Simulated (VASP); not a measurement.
# Ta2N (P-31m) in VASP: single point with PBEsol

Aim: the single point of Ta2N with PBEsol.

Everything below comes from runs of VASP 6.6.1. Logs are shortened: lines on timing, memory, paths and dates and some standing lists are left out, and cuts for length are marked.

**1. The cell of the first run**

The structure is trigonal, space group P-31m (No. 162). Conventional cell: a = 5.264 Å, b = 5.264 Å, c = 4.913 Å, α = 90.00°, β = 90.00°, γ = 120.00°. Ta (site symmetry m) has 3 N at 2.13 to 2.15 Å within 2.8 Å. N (site symmetry 32) has 6 Ta at 2.15 Å within 2.8 Å. Within 2.8 Å of N (site symmetry -3m) lie 6 Ta at 2.13 Å.

**2. Single point, PBEsol**

Contents of INCAR:

```
SYSTEM = Ta2N
  PREC = Accurate
  ENCUT = 520
  EDIFF = 1E-6
  ISMEAR = 0
  SIGMA = 0.1
  LREAL = .False.
  LASPH = .True.
  NELM = 80
  ALGO = Normal
  ISIF = 2
  LWAVE = .False.
  LCHARG = .False.
  GGA = PS
  NBANDS = 50
```

Contents of KPOINTS:

```
Automatic mesh
0
Gamma
  12 12 8
  0 0 0
```

Contents of POSCAR:

```
Ta2N
1.0
    5.2640975886      0.0000000000      0.0000000000
   -2.6320487943      4.5588422398      0.0000000000
    0.0000000000      0.0000000000      4.9126024056
Ta N
6 3
Direct
    0.6668041045      0.6668041045      0.7527922812
    0.0000000000      0.3331958955      0.7527922812
    0.3331958955      0.0000000000      0.7527922812
    0.3331958955      0.3331958955      0.2472077188
    0.0000000000      0.6668041045      0.2472077188
    0.6668041045      0.0000000000      0.2472077188
    0.6666666667      0.3333333333      0.5000000000
    0.3333333333      0.6666666667      0.5000000000
    0.0000000000      0.0000000000      0.0000000000
```

Potentials or basis: VASP PAW PBE potentials, release 64 (Ta_pv, N).

Command:

```console
> cat potpaw_PBE.64/Ta_pv/POTCAR potpaw_PBE.64/N/POTCAR > POTCAR
> mpirun -np 1 vasp_std > vasp.out
```

OUTCAR:

```text
SYSTEM = Ta2N
   PREC = Accurate
   ENCUT = 520
   EDIFF = 1E-6
   ISMEAR = 0
   LREAL = .False.
   LASPH = .True.
   NELM = 80
   ISIF = 2
   GGA = PS

 ion  position               nearest neighbor table
   1  0.667  0.667  0.753-   9 2.13   8 2.15   7 2.15   5 3.00   6 3.00   4 3.00   3 3.04   2 3.04
                             3 3.04   2 3.04   2 3.04   3 3.04   5 3.04   6 3.04   4 3.04
   2  0.000  0.333  0.753-   9 2.13   7 2.15   8 2.15   4 3.00   6 3.00   5 3.00   3 3.04   1 3.04
                             3 3.04   1 3.04   1 3.04   3 3.04   4 3.04   6 3.04   5 3.04
   3  0.333  0.000  0.753-   9 2.13   8 2.15   7 2.15   5 3.00   4 3.00   6 3.00   2 3.04   1 3.04
                             2 3.04   1 3.04   2 3.04   1 3.04   4 3.04   5 3.04   6 3.04
   4  0.333  0.333  0.247-   9 2.13   7 2.15   8 2.15   2 3.00   3 3.00   1 3.00   6 3.04   5 3.04
                             6 3.04   5 3.04   5 3.04   6 3.04   2 3.04   3 3.04   1 3.04
   5  0.000  0.667  0.247-   9 2.13   8 2.15   7 2.15   1 3.00   3 3.00   2 3.00   6 3.04   4 3.04
                             6 3.04   4 3.04   4 3.04   6 3.04   1 3.04   3 3.04   2 3.04
   6  0.667  0.000  0.247-   9 2.13   7 2.15   8 2.15   2 3.00   1 3.00   3 3.00   5 3.04   4 3.04
                             4 3.04   5 3.04   4 3.04   5 3.04   1 3.04   2 3.04   3 3.04
   7  0.667  0.333  0.500-   2 2.15   6 2.15   3 2.15   5 2.15   4 2.15   1 2.15
   8  0.333  0.667  0.500-   5 2.15   3 2.15   6 2.15   2 2.15   1 2.15   4 2.15
   9  0.000  0.000  0.000-   3 2.13   6 2.13   1 2.13   4 2.13   5 2.13   2 2.13

  LATTYP: Found a hexagonal cell.
 ALAT       =     5.2640975886
 C/A-ratio  =     0.9332278369

  Lattice vectors:

 A1 = (   5.2640975886,   0.0000000000,   0.0000000000)
 A2 = (  -2.6320487943,   4.5588422398,   0.0000000000)
 A3 = (   0.0000000000,   0.0000000000,   4.9126024056)

Analysis of symmetry for initial positions (statically):
=====================================================================
 Subroutine PRICEL returns:
 Original cell was already a primitive cell.

 Routine SETGRP: Setting up the symmetry group for a
 hexagonal supercell.

 Subroutine GETGRP returns: Found 12 space group operations
 (whereof 12 operations were pure point group operations)
 out of a pool of 24 trial point group operations.

The static configuration has the point symmetry D_3d.

Analysis of symmetry for dynamics (positions and initial velocities):
=====================================================================
 Subroutine PRICEL returns:
 Original cell was already a primitive cell.

 Routine SETGRP: Setting up the symmetry group for a
 hexagonal supercell.

 Subroutine GETGRP returns: Found 12 space group operations
 (whereof 12 operations were pure point group operations)
 out of a pool of 24 trial point group operations.

The dynamic configuration has the point symmetry D_3d.

 Subroutine INISYM returns: Found 12 space group operations
 (whereof 12 operations are pure point group operations),
 and found     1 'primitive' translations

----------------------------------------------------------------------------------------

                                     Primitive cell

  volume of cell :     117.8936

  direct lattice vectors                    reciprocal lattice vectors
     5.264097589  0.000000000  0.000000000     0.189966083  0.109676969  0.000000000
    -2.632048794  4.558842240  0.000000000     0.000000000  0.219353938  0.000000000
     0.000000000  0.000000000  4.912602406     0.000000000  0.000000000  0.203558098

  length of vectors
     5.264097589  5.264097589  4.912602406     0.219353938  0.219353938  0.203558098

  position of ions in fractional coordinates (direct lattice)
     0.666804105  0.666804105  0.752792281
     0.000000000  0.333195895  0.752792281
     0.333195895  0.000000000  0.752792281
     0.333195895  0.333195895  0.247207719
     0.000000000  0.666804105  0.247207719
     0.666804105  0.000000000  0.247207719
     0.666666667  0.333333333  0.500000000
     0.333333333  0.666666667  0.500000000
     0.000000000  0.000000000  0.000000000

  ion indices of the primitive-cell ions
   primitive index   ion index
                 1           1
                 2           2
                 3           3
                 4           4
                 5           5
                 6           6
                 7           7
                 8           8
                 9           9

----------------------------------------------------------------------------------------

 KPOINTS: Automatic mesh

Automatic generation of k-mesh.
 Grid dimensions read from file:
 generate k-points for:   12   12    8

 Generating k-lattice:

  Cartesian coordinates                     Fractional coordinates (reciprocal lattice)
     0.015830507  0.009139747  0.000000000     0.083333333  0.000000000  0.000000000
     0.000000000  0.018279495  0.000000000     0.000000000  0.083333333  0.000000000
     0.000000000  0.000000000  0.025444762     0.000000000  0.000000000  0.125000000

  Length of vectors
     0.018279495  0.018279495  0.025444762

  Shift w.r.t. Gamma in fractional coordinates (k-lattice)
     0.000000000  0.000000000  0.000000000

 Subroutine IBZKPT returns following result:
 ===========================================

 Found    131 irreducible k-points:

 Following reciprocal coordinates:
            Coordinates               Weight
  0.000000  0.000000  0.000000      1.000000
  0.083333 -0.000000  0.000000      6.000000
  0.166667 -0.000000  0.000000      6.000000
  0.250000 -0.000000  0.000000      6.000000
  0.333333 -0.000000  0.000000      6.000000
  0.416667 -0.000000  0.000000      6.000000
[... 16 lines left out ...]
  0.250000 -0.000000  0.125000     12.000000
  0.333333 -0.000000  0.125000     12.000000
 [... further k-points ...]
   k-points           NKPTS =    131   k-points in BZ     NKDIM =    131   number of bands    NBANDS=     50
   number of dos      NEDOS =    301   number of ions     NIONS =      9
   total plane-waves  NPLWV =  64000
   dimension x,y,z NGX =    40 NGY =   40 NGZ =   40
   dimension x,y,z NGXF=    80 NGYF=   80 NGZF=   80
   ions per type =               6   3
   NGX,Y,Z   is equivalent  to a cutoff of  12.63, 12.63, 13.54 a.u.
   NGXF,Y,Z  is equivalent  to a cutoff of  25.26, 25.26, 27.07 a.u.
 SYSTEM =  Ta2N
   PREC   = accura    normal or accurate (medium, high low for compatibility)
   ISTART =      0    job   : 0-new  1-cont  2-samecut
   ICHARG =      2    charge: 1-file 2-atom 10-const
   ISPIN  =      1    spin polarized calculation?
   LNONCOLLINEAR =      F non collinear calculations
   LSORBIT =      F    spin-orbit coupling
   LASPH  =      T    aspherical Exc in radial PAW
   ENCUT  =  520.0 eV  38.22 Ry    6.18 a.u.   9.79  9.79  9.13*2*pi/ulx,y,z
   NELM   =     80;   NELMIN=  2; NELMDL= -5     # of ELM steps
   EDIFF  = 0.1E-05   stopping-criterion for ELM
   LREAL  =      F    real-space projection
   EDIFFG = 0.1E-04   stopping-criterion for IOM
   NSW    =      0    number of steps for IOM
   IBRION =     -1    ionic relax: 0-MD 1-quasi-New 2-CG
   NFREE  =      0    steps in history (QN), initial steepest desc. (CG)
   ISIF   =      2    stress and relaxation
   ISYM   =      2    0-nonsym 1-usesym 2-fastsym
   POTIM  = 0.5000    time-step for ionic-motion
   TEBEG  =    0.0;   TEEND  =   0.0 temperature during run
   PSTRESS=    0.0 pullay stress
   NELECT =      81.0000    total number of electrons
   NUPDOWN=      -1.0000    fix difference up-down
   EMIN   =  10.00;   EMAX   =-10.00  energy-range for DOS
   EFERMI =   0.00;   METHOD = LEGACY
   ISMEAR =     0;   SIGMA  =   0.10  broadening in eV -4-tet -1-fermi 0-gaus
   EFERMI_NEDOS =   21; number of points for ismear=-14 and -15
   IALGO  =     38    algorithm
   IMIX   =      4    mixing-type and parameters
     AMIX     =   0.40;   BMIX     =  1.00
     AMIX_MAG =   1.60;   BMIX_MAG =  1.00
  volume/ion in A,a.u.               =      13.10        88.40
  Fermi-wavevector in a.u.,A,eV,Ry     =   1.444574  2.729849 28.392557  2.086794
  Thomas-Fermi vector in A             =   2.562854
   LORBIT       =      0    0 simple, 1 ext, 2 COOP (PROOUT), +10 PAW based schemes
   GGA     = PS    functional components
   LHFCALC =     F    Hartree Fock is set to
   AEXX    =    0.0000 exact exchange contribution
   IVDW    =     0    specifies the selected vdW correction
   LEPSILON=     F    determine dielectric tensor
   LRPA    =     F    only Hartree local field effects (RPA)
 non-spin polarized calculation
 Gauss-broadening in eV      SIGMA  =   0.10
  energy-cutoff  :      520.00
  volume of cell :      117.89
 maximum number of plane-waves:      3205
   NGX = 19   NGY = 19   NGZ = 19

 number of electron      81.0000002 magnetization

 Free energy of the ion-electron system (eV)
  ---------------------------------------------------
  ext. energy  EPLUGINS =         0.00000000
  ---------------------------------------------------
  free energy    TOTEN  =      -110.54547675 eV

  energy without entropy =     -110.53205121  energy(sigma->0) =     -110.53876398

 E-fermi :   7.4949     XC(G=0): -13.1769

 val. band max:        7.4923008837   @ k =   0.3333  -0.0000   0.0000
 cond. band min:       7.4995239470   @ k =   0.2500  -0.0000   0.0000
 fundamental gap:      0.0072230633
 Fermi energy:         7.4949375114

 k-point     1 :       0.0000    0.0000    0.0000
  band No.  band energies     occupation
      1     -28.2139      2.00000
      2     -27.8096      2.00000
      3     -27.6335      2.00000
      4     -27.6335      2.00000
      5     -27.6169      2.00000
      6     -27.6169      2.00000
[... 42 lines left out ...]
     49      10.5461      0.00000
     50      11.1249      0.00000

 k-point     2 :       0.0833   -0.0000    0.0000
  band No.  band energies     occupation
      1     -28.2069      2.00000
      2     -27.8187      2.00000
      3     -27.6627      2.00000
      4     -27.6591      2.00000
      5     -27.6202      2.00000
      6     -27.5938      2.00000
[... 42 lines left out ...]
     49      10.6147      0.00000
     50      10.7661      0.00000

 k-point     3 :       0.1667   -0.0000    0.0000
  band No.  band energies     occupation
      1     -28.1861      2.00000
      2     -27.8394      2.00000
      3     -27.6979      2.00000
      4     -27.6820      2.00000
      5     -27.6474      2.00000
      6     -27.5651      2.00000
[... 42 lines left out ...]
     49      10.3311      0.00000
     50      10.8237      0.00000

 k-point     4 :       0.2500   -0.0000    0.0000
  band No.  band energies     occupation
      1     -28.1533      2.00000
      2     -27.8620      2.00000
      3     -27.7173      2.00000
      4     -27.6877      2.00000
      5     -27.6793      2.00000
      6     -27.5631      2.00000
[... 999 lines left out ...]
 k-point    23 :       0.2500   -0.0000    0.1250
  band No.  band energies     occupation
      1     -28.1325      2.00000
      2     -27.8900      2.00000
      3     -27.7594      2.00000
      4     -27.7117      2.00000
      5     -27.6286      2.00000
      6     -27.5553      2.00000
[... 42 lines left out ...]
     49      10.5677      0.00000
     50      10.8385      0.00000

 k-point    24 :       0.3333   -0.0000    0.1250
  band No.  band energies     occupation
      1     -28.1039      2.00000
      2     -27.9027      2.00000
      3     -27.7642      2.00000
      4     -27.7147      2.00000
      5     -27.6305      2.00000
      6     -27.5880      2.00000
[... 42 lines left out ...]
     49      10.5554      0.00000
     50      11.0898      0.00000

 [... further k-points ...]

------------------------ aborting loop because EDIFF is reached ----------------------------------------

  FORCE on cell =-STRESS in cart. coord.  units (eV):
  Direction    XX          YY          ZZ          XY          YZ          ZX
  --------------------------------------------------------------------------------------
  -------------------------------------------------------------------------------------
  Total        0.3977639      0.3977639      0.3722499      0.0000000      0.0000000     -0.0000000
  in kB        5.4056239      5.4056239      5.0588874      0.0000000      0.0000000     -0.0000000
  external PRESSURE =       5.2900450 kB  Pullay stress =       0.0000000 kB

 VOLUME and BASIS-vectors are now :
 -----------------------------------------------------------------------------
  energy-cutoff  :      520.00
  volume of cell :      117.89
      direct lattice vectors                 reciprocal lattice vectors
     5.264097589  0.000000000  0.000000000     0.189966083  0.109676969  0.000000000
    -2.632048794  4.558842240  0.000000000     0.000000000  0.219353938  0.000000000
     0.000000000  0.000000000  4.912602406     0.000000000  0.000000000  0.203558098

 POSITION                                       TOTAL-FORCE (eV/Angst)
 -----------------------------------------------------------------------------------
      1.75506      3.03985      3.69817        -0.000804     -0.001393      0.016329
     -0.87699      1.51899      3.69817        -0.000804      0.001393      0.016329
      1.75398      0.00000      3.69817         0.001609     -0.000000      0.016329
      0.87699      1.51899      1.21443         0.000804      0.001393     -0.016329
     -1.75506      3.03985      1.21443         0.000804     -0.001393     -0.016329
      3.51012      0.00000      1.21443        -0.001609      0.000000     -0.016329
      2.63205      1.51961      2.45630        -0.000000      0.000000     -0.000000
     -0.00000      3.03923      2.45630        -0.000000     -0.000000     -0.000000
      0.00000      0.00000      0.00000        -0.000000      0.000000     -0.000000
 -----------------------------------------------------------------------------------
    total drift:                               -0.000000     -0.000000     -0.000000

  FREE ENERGIE OF THE ION-ELECTRON SYSTEM (eV)
  ---------------------------------------------------
  free  energy   TOTEN  =      -110.5454767527 eV

  energy  without entropy=     -110.5320512063  energy(sigma->0) =     -110.53876398
```

Run time: 13 min. Hardware: 1 thread of Intel Xeon 8259CL, shared host; peak memory 0.64 GiB.

What came out:

```yaml
Free_energy: -110.5455 eV
Pressure: 0.5 GPa
Largest_force: 0.016 eV/Å
Band_gap_on_the_k_mesh: zero (an odd number of electrons rules out a gap without spin polarisation)
```

Forces on the atoms (eV/Å):
```
Ta  -0.001 -0.001  0.016
Ta  -0.001  0.001  0.016
Ta   0.002  0.000  0.016
Ta   0.001  0.001 -0.016
Ta   0.001 -0.001 -0.016
Ta  -0.002  0.000 -0.016
N    0.000  0.000  0.000
N    0.000  0.000  0.000
N    0.000  0.000  0.000
```

Levels at points of the mesh, in eV from the Fermi level:
```
           k point  band 37  band 38  band 39  band 40  band 41  band 42  band 43  band 44  band 45  band 46
(0.00, 0.00, 0.00)    -1.65    -0.86    -0.49    -0.49    -0.37    -0.13    -0.13     0.70     0.70     1.77
(0.50, 0.00, 0.00)    -2.12    -2.01    -1.42     0.37     0.58     0.94     0.99     1.85     2.28     2.42
(0.00, 0.00, 0.50)    -1.77    -1.77    -1.42    -1.42    -0.99     0.63     0.63     0.82     2.08     2.08
(0.50, 0.00, 0.50)    -2.18    -1.31    -1.26    -0.76    -0.10     0.13     0.16     0.67     1.01     2.71
```

Caveat: the PAW data sets were made with another functional, which shifts forces and pressure a little; spin-orbit coupling is left out, which moves the levels of the heavy elements.
